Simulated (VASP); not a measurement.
# CsPbBr3 (Pm-3m) in VASP: single point with LDA

Aim: the single point of CsPbBr3 with LDA.

Everything below comes from runs of VASP 6.6.1. Logs are shortened: lines on timing, memory, paths and dates and some standing lists are left out, and cuts for length are marked.

## (1) The cell of the first run

It takes space group Pm-3m (No. 221, cubic). The conventional cell has a = 5.870 Å, b = 5.870 Å, c = 5.870 Å, α = 90.00°, β = 90.00°, γ = 90.00°. Within 5.4 Å of Cs (site symmetry m-3m) lie 12 Br at 4.15 Å and 8 Pb at 5.08 Å. Within 3.9 Å of Pb (site symmetry m-3m) lie 6 Br at 2.94 Å. Br (site symmetry 4/mmm) has 2 Pb at 2.94 Å within 3.9 Å.

## (2) Single point, LDA

File INCAR:

```
PREC = Accurate
ENCUT = 520
EDIFF = 1E-7
ISMEAR = 0
SIGMA = 0.01
LREAL = False
LASPH = True
NELM = 60
ALGO = Normal
ISIF = 2
LWAVE = False
LCHARG = True
LELF = True
LVHAR = True
NBANDS = 30
```

File KPOINTS:

```
Automatic mesh
0
Gamma
  6 6 6
```

File POSCAR:

```
CsPbBr3
1.0
    5.8700000000      0.0000000000      0.0000000000
    0.0000000000      5.8700000000      0.0000000000
    0.0000000000      0.0000000000      5.8700000000
Cs Pb Br
1 1 3
Direct
    0.0000000000      0.0000000000      0.0000000000
    0.5000000000      0.5000000000      0.5000000000
    0.0000000000      0.5000000000      0.5000000000
    0.5000000000      0.0000000000      0.5000000000
    0.5000000000      0.5000000000      0.0000000000
```

Potentials or basis: VASP PAW LDA potentials, release 64 (Cs_sv, Pb_d, Br).

Launch:

```
$ cat potpaw_LDA.64/Cs_sv/POTCAR potpaw_LDA.64/Pb_d/POTCAR potpaw_LDA.64/Br/POTCAR > POTCAR
$ mpirun -np 1 vasp_std > vasp.out
```

OUTCAR:

```text
PREC = Accurate
   ENCUT = 520
   EDIFF = 1E-7
   ISMEAR = 0
   LREAL = False
   LASPH = True
   NELM = 60
   ISIF = 2

 ion  position               nearest neighbor table
   1  0.000  0.000  0.000-
   2  0.500  0.500  0.500-   3 2.94   4 2.94   5 2.94   5 2.94   4 2.94   3 2.94
   3  0.000  0.500  0.500-   2 2.94   2 2.94
   4  0.500  0.000  0.500-   2 2.94   2 2.94
   5  0.500  0.500  0.000-   2 2.94   2 2.94

  LATTYP: Found a simple cubic cell.
 ALAT       =     5.8700000000

  Lattice vectors:

 A1 = (   5.8700000000,   0.0000000000,   0.0000000000)
 A2 = (   0.0000000000,   5.8700000000,   0.0000000000)
 A3 = (   0.0000000000,   0.0000000000,   5.8700000000)

Analysis of symmetry for initial positions (statically):
=====================================================================
 Subroutine PRICEL returns:
 Original cell was already a primitive cell.

 Routine SETGRP: Setting up the symmetry group for a
 simple cubic supercell.

 Subroutine GETGRP returns: Found 48 space group operations
 (whereof 48 operations were pure point group operations)
 out of a pool of 48 trial point group operations.

The static configuration has the point symmetry O_h .

Analysis of symmetry for dynamics (positions and initial velocities):
=====================================================================
 Subroutine PRICEL returns:
 Original cell was already a primitive cell.

 Routine SETGRP: Setting up the symmetry group for a
 simple cubic supercell.

 Subroutine GETGRP returns: Found 48 space group operations
 (whereof 48 operations were pure point group operations)
 out of a pool of 48 trial point group operations.

The dynamic configuration has the point symmetry O_h .

 Subroutine INISYM returns: Found 48 space group operations
 (whereof 48 operations are pure point group operations),
 and found     1 'primitive' translations

----------------------------------------------------------------------------------------

                                     Primitive cell

  volume of cell :     202.2620

  direct lattice vectors                    reciprocal lattice vectors
     5.870000000  0.000000000  0.000000000     0.170357751  0.000000000  0.000000000
     0.000000000  5.870000000  0.000000000     0.000000000  0.170357751  0.000000000
     0.000000000  0.000000000  5.870000000     0.000000000  0.000000000  0.170357751

  length of vectors
     5.870000000  5.870000000  5.870000000     0.170357751  0.170357751  0.170357751

  position of ions in fractional coordinates (direct lattice)
     0.000000000  0.000000000  0.000000000
     0.500000000  0.500000000  0.500000000
     0.000000000  0.500000000  0.500000000
     0.500000000  0.000000000  0.500000000
     0.500000000  0.500000000  0.000000000

  ion indices of the primitive-cell ions
   primitive index   ion index
                 1           1
                 2           2
                 3           3
                 4           4
                 5           5

----------------------------------------------------------------------------------------

 KPOINTS: Automatic mesh

Automatic generation of k-mesh.
 Grid dimensions read from file:
 generate k-points for:    6    6    6

 Generating k-lattice:

  Cartesian coordinates                     Fractional coordinates (reciprocal lattice)
     0.028392959  0.000000000  0.000000000     0.166666667  0.000000000  0.000000000
     0.000000000  0.028392959  0.000000000     0.000000000  0.166666667  0.000000000
     0.000000000  0.000000000  0.028392959     0.000000000  0.000000000  0.166666667

  Length of vectors
     0.028392959  0.028392959  0.028392959

  Shift w.r.t. Gamma in fractional coordinates (k-lattice)
     0.000000000  0.000000000  0.000000000

 Subroutine IBZKPT returns following result:
 ===========================================

 Found     20 irreducible k-points:

 Following reciprocal coordinates:
            Coordinates               Weight
  0.000000  0.000000  0.000000      1.000000
  0.166667  0.000000  0.000000      6.000000
  0.333333  0.000000  0.000000      6.000000
  0.500000  0.000000  0.000000      3.000000
  0.166667  0.166667  0.000000     12.000000
  0.333333  0.166667  0.000000     24.000000
[... 12 lines left out ...]
  0.500000  0.500000  0.333333      6.000000
  0.500000  0.500000  0.500000      1.000000
   k-points           NKPTS =     20   k-points in BZ     NKDIM =     20   number of bands    NBANDS=     30
   number of dos      NEDOS =    301   number of ions     NIONS =      5
   total plane-waves  NPLWV = 110592
   dimension x,y,z NGX =    48 NGY =   48 NGZ =   48
   dimension x,y,z NGXF=    96 NGYF=   96 NGZF=   96
   ions per type =               1   1   3
   NGX,Y,Z   is equivalent  to a cutoff of  13.59, 13.59, 13.59 a.u.
   NGXF,Y,Z  is equivalent  to a cutoff of  27.19, 27.19, 27.19 a.u.
 SYSTEM =  unknown system
   PREC   = accura    normal or accurate (medium, high low for compatibility)
   ISTART =      0    job   : 0-new  1-cont  2-samecut
   ICHARG =      2    charge: 1-file 2-atom 10-const
   ISPIN  =      1    spin polarized calculation?
   LNONCOLLINEAR =      F non collinear calculations
   LSORBIT =      F    spin-orbit coupling
   LASPH  =      T    aspherical Exc in radial PAW
   ENCUT  =  520.0 eV  38.22 Ry    6.18 a.u.  10.91 10.91 10.91*2*pi/ulx,y,z
   NELM   =     60;   NELMIN=  2; NELMDL= -5     # of ELM steps
   EDIFF  = 0.1E-06   stopping-criterion for ELM
   LREAL  =      F    real-space projection
   EDIFFG = 0.1E-05   stopping-criterion for IOM
   NSW    =      0    number of steps for IOM
   IBRION =     -1    ionic relax: 0-MD 1-quasi-New 2-CG
   NFREE  =      0    steps in history (QN), initial steepest desc. (CG)
   ISIF   =      2    stress and relaxation
   ISYM   =      2    0-nonsym 1-usesym 2-fastsym
   POTIM  = 0.5000    time-step for ionic-motion
   TEBEG  =    0.0;   TEEND  =   0.0 temperature during run
   PSTRESS=    0.0 pullay stress
   NELECT =      44.0000    total number of electrons
   NUPDOWN=      -1.0000    fix difference up-down
   EMIN   =  10.00;   EMAX   =-10.00  energy-range for DOS
   EFERMI =   0.00;   METHOD = LEGACY
   ISMEAR =     0;   SIGMA  =   0.01  broadening in eV -4-tet -1-fermi 0-gaus
   EFERMI_NEDOS =   21; number of points for ismear=-14 and -15
   IALGO  =     38    algorithm
   IMIX   =      4    mixing-type and parameters
     AMIX     =   0.40;   BMIX     =  1.00
     AMIX_MAG =   1.60;   BMIX_MAG =  1.00
  volume/ion in A,a.u.               =      40.45       272.99
  Fermi-wavevector in a.u.,A,eV,Ry     =   0.984587  1.860600 13.189657  0.969412
  Thomas-Fermi vector in A             =   2.115831
   LORBIT       =      0    0 simple, 1 ext, 2 COOP (PROOUT), +10 PAW based schemes
   GGA     = CA    functional components
   LHFCALC =     F    Hartree Fock is set to
   AEXX    =    0.0000 exact exchange contribution
   IVDW    =     0    specifies the selected vdW correction
   LEPSILON=     F    determine dielectric tensor
   LRPA    =     F    only Hartree local field effects (RPA)
 non-spin polarized calculation
 Gauss-broadening in eV      SIGMA  =   0.01
  energy-cutoff  :      520.00
  volume of cell :      202.26
 maximum number of plane-waves:      5520
 NGX is ok and might be reduce to    48
   NGX = 21   NGY = 21   NGZ = 21

 number of electron      44.0000000 magnetization

 Free energy of the ion-electron system (eV)
  ---------------------------------------------------
  ext. energy  EPLUGINS =         0.00000000
  ---------------------------------------------------
  free energy    TOTEN  =       -17.81070865 eV

  energy without entropy =      -17.81070865  energy(sigma->0) =      -17.81070865

 E-fermi :   1.1999     XC(G=0):  -8.0591

 val. band max:        1.1479578964   @ k =   0.5000   0.5000   0.5000
 cond. band min:       2.5063579150   @ k =   0.5000   0.5000   0.5000
 fundamental gap:      1.3584000186
 Fermi energy:         1.1999318734

 k-point     1 :       0.0000    0.0000    0.0000
  band No.  band energies     occupation
      1     -20.2340      2.00000
      2     -15.6954      2.00000
      3     -15.6954      2.00000
      4     -15.5205      2.00000
      5     -15.5205      2.00000
      6     -15.5205      2.00000
[... 22 lines left out ...]
     29       7.0255      0.00000
     30       7.0255      0.00000

 k-point     2 :       0.1667    0.0000    0.0000
  band No.  band energies     occupation
      1     -20.2337      2.00000
      2     -15.6954      2.00000
      3     -15.6792      2.00000
      4     -15.5207      2.00000
      5     -15.5207      2.00000
      6     -15.5205      2.00000
[... 22 lines left out ...]
     29       6.1557      0.00000
     30       6.9701      0.00000

 k-point     3 :       0.3333    0.0000    0.0000
  band No.  band energies     occupation
      1     -20.2331      2.00000
      2     -15.6954      2.00000
      3     -15.6462      2.00000
      4     -15.5213      2.00000
      5     -15.5213      2.00000
      6     -15.5205      2.00000
[... 22 lines left out ...]
     29       6.2540      0.00000
     30       7.1080      0.00000

 k-point     4 :       0.5000    0.0000    0.0000
  band No.  band energies     occupation
      1     -20.2328      2.00000
      2     -15.6953      2.00000
      3     -15.6293      2.00000
      4     -15.5215      2.00000
      5     -15.5215      2.00000
      6     -15.5204      2.00000
[... 484 lines left out ...]
     29       6.4460      0.00000
     30       6.9777      0.00000

 k-point    19 :       0.5000    0.5000    0.3333
  band No.  band energies     occupation
      1     -20.2312      2.00000
      2     -15.6083      2.00000
      3     -15.5889      2.00000
      4     -15.5226      2.00000
      5     -15.5223      2.00000
      6     -15.5223      2.00000
[... 22 lines left out ...]
     29       6.2730      0.00000
     30       7.1505      0.00000

 k-point    20 :       0.5000    0.5000    0.5000
  band No.  band energies     occupation
      1     -20.2310      2.00000
      2     -15.5889      2.00000
      3     -15.5889      2.00000
      4     -15.5226      2.00000
      5     -15.5226      2.00000
      6     -15.5226      2.00000
[... 22 lines left out ...]
     29       6.1518      0.00000
     30       7.4206      0.00000

------------------------ aborting loop because EDIFF is reached ----------------------------------------

  FORCE on cell =-STRESS in cart. coord.  units (eV):
  Direction    XX          YY          ZZ          XY          YZ          ZX
  --------------------------------------------------------------------------------------
  -------------------------------------------------------------------------------------
  Total       -1.4093154     -1.4093154     -1.4093154      0.0000000     -0.0000000      0.0000000
  in kB      -11.1636056    -11.1636056    -11.1636056      0.0000000     -0.0000000      0.0000000
  external PRESSURE =     -11.1636056 kB  Pullay stress =       0.0000000 kB

 VOLUME and BASIS-vectors are now :
 -----------------------------------------------------------------------------
  energy-cutoff  :      520.00
  volume of cell :      202.26
      direct lattice vectors                 reciprocal lattice vectors
     5.870000000  0.000000000  0.000000000     0.170357751  0.000000000  0.000000000
     0.000000000  5.870000000  0.000000000     0.000000000  0.170357751  0.000000000
     0.000000000  0.000000000  5.870000000     0.000000000  0.000000000  0.170357751

 POSITION                                       TOTAL-FORCE (eV/Angst)
 -----------------------------------------------------------------------------------
      0.00000      0.00000      0.00000         0.000000      0.000000      0.000000
      2.93500      2.93500      2.93500         0.000000      0.000000      0.000000
      0.00000      2.93500      2.93500         0.000000      0.000000      0.000000
      2.93500      0.00000      2.93500         0.000000      0.000000      0.000000
      2.93500      2.93500      0.00000         0.000000      0.000000      0.000000
 -----------------------------------------------------------------------------------
    total drift:                                0.000000     -0.000000     -0.000000

  FREE ENERGIE OF THE ION-ELECTRON SYSTEM (eV)
  ---------------------------------------------------
  free  energy   TOTEN  =       -17.8107086503 eV

  energy  without entropy=      -17.8107086503  energy(sigma->0) =      -17.81070865
```

Run time: 1.8 min. Hardware: 1 thread of AMD EPYC 7R13 (Zen 3), shared host; peak memory 0.3 GiB.

Results:

```
Free energy            : -17.8107 eV
Pressure               : -1.1 GPa
Band gap on the k mesh : 1.36 eV, direct
```

Levels at points of the mesh, in eV from the valence-band top:
| k point | band 18 | band 19 | band 20 | band 21 | band 22 | band 23 | band 24 | band 25 | band 26 | band 27 |
| --- | --- | --- | --- | --- | --- | --- | --- | --- | --- | --- |
| (0.00, 0.00, 0.00) | -2.15 | -2.15 | -2.03 | -2.03 | -2.03 | 2.66 | 3.85 | 3.85 | 4.66 | 4.66 |
| (0.50, 0.00, 0.00) | -2.30 | -2.30 | -2.15 | -2.15 | -1.43 | 2.44 | 4.17 | 4.76 | 4.91 | 5.17 |
| (0.50, 0.50, 0.00) | -2.39 | -2.39 | -2.27 | -1.66 | -0.71 | 1.94 | 1.94 | 4.74 | 4.96 | 5.32 |
| (0.50, 0.50, 0.50) | -2.26 | -1.65 | -1.65 | -1.65 | 0.00 | 1.36 | 1.36 | 1.36 | 4.20 | 5.00 |

Caveat: spin-orbit coupling is left out, which moves the levels of the heavy elements.
